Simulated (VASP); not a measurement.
Write the native input for VASP 6.6.1 that does the following.

| Property | Result |
| --- | --- |
| Task | single point |
| Functional | PBE |
| Potentials or basis | VASP PAW PBE potentials, release 64 (Na_pv, Ta_pv, O) |
| Cutoff | 520 eV |
| k mesh | 4 × 4 × 4 |
| Occupations | gaussian, width 0.1 eV |
| Spin | collinear spin |
| Starting moments | [0.0, 1.0, 1.0, 1.0, 0.0, 0.0, 0.0] μB |
| Dipole correction | no |
| Further INCAR settings | ALGO = Normal; EDIFF = 1e-06; NBANDS = 42 |

The structure of NaTa3O3 lies in POSCAR:

```
NaTa3O3
1.0
    4.3673825056      0.0000000000      0.0000000000
    0.0000000000      4.3673825056      0.0000000000
    0.0000000000      0.0000000000      4.3673825056
Na Ta O
1 3 3
Direct
    0.5000000000      0.5000000000      0.5000000000
    0.0000000000      0.5000000000      0.0000000000
    0.0000000000      0.0000000000      0.5000000000
    0.5000000000      0.0000000000      0.0000000000
    0.5000000000      0.0000000000      0.5000000000
    0.5000000000      0.5000000000      0.0000000000
    0.0000000000      0.5000000000      0.5000000000
```

The cell was built from a structure type or drawn by symmetry, and may not be a known phase.

These files were run (other wordings do the same):

INCAR

```
SYSTEM = NaTa3O3
PREC     = Accurate       ! precision mode
ENCUT    = 520            ! plane-wave cutoff, eV
EDIFF    = 1E-6           ! SCF threshold, eV
ISMEAR   = 0              ! smearing method
SIGMA    = 0.1            ! smearing width, eV
LREAL    = .FALSE.        ! projectors in reciprocal space
LASPH    = .TRUE.         ! aspherical terms in the spheres
NELM     = 150            ! most SCF steps
ALGO     = Normal         ! electronic algorithm
ISIF     = 2              ! what is computed and relaxed
LWAVE    = .FALSE.        ! write WAVECAR
LCHARG   = .FALSE.        ! write CHGCAR
ISPIN    = 2              ! spin polarisation
MAGMOM   = 0 1 1 1 0 0 0  ! initial moments
LORBIT   = 11             ! projections on sites
LMAXMIX  = 4              ! l up to which the mixer works
GGA      = PE             ! functional
NBANDS   = 42             ! bands
```

KPOINTS

```
Automatic mesh
0
G
  4 4 4
  0 0 0
```

Potentials or basis: VASP PAW PBE potentials, release 64 (Na_pv, Ta_pv, O).

Launch:

```console
$ cat potpaw_PBE.64/Na_pv/POTCAR potpaw_PBE.64/Ta_pv/POTCAR potpaw_PBE.64/O/POTCAR > POTCAR
$ mpirun -np 1 vasp_std > vasp.out
```

Results of the run:

* Pressure: 0.2 GPa
* Band gap on the k mesh: zero (filled and empty bands overlap)
* Net moment: 0.00 μB per cell
* Valence electrons inside the program's atomic spheres: Na 6.15; Ta 8.79; O 5.06

Caveat: spin-orbit coupling is left out, which moves the levels of the heavy elements.

Run time: 36 s on 1 thread of AMD EPYC 9R45 96-Core Processor (Zen 5), on a shared host, peak memory 0.2 GiB.
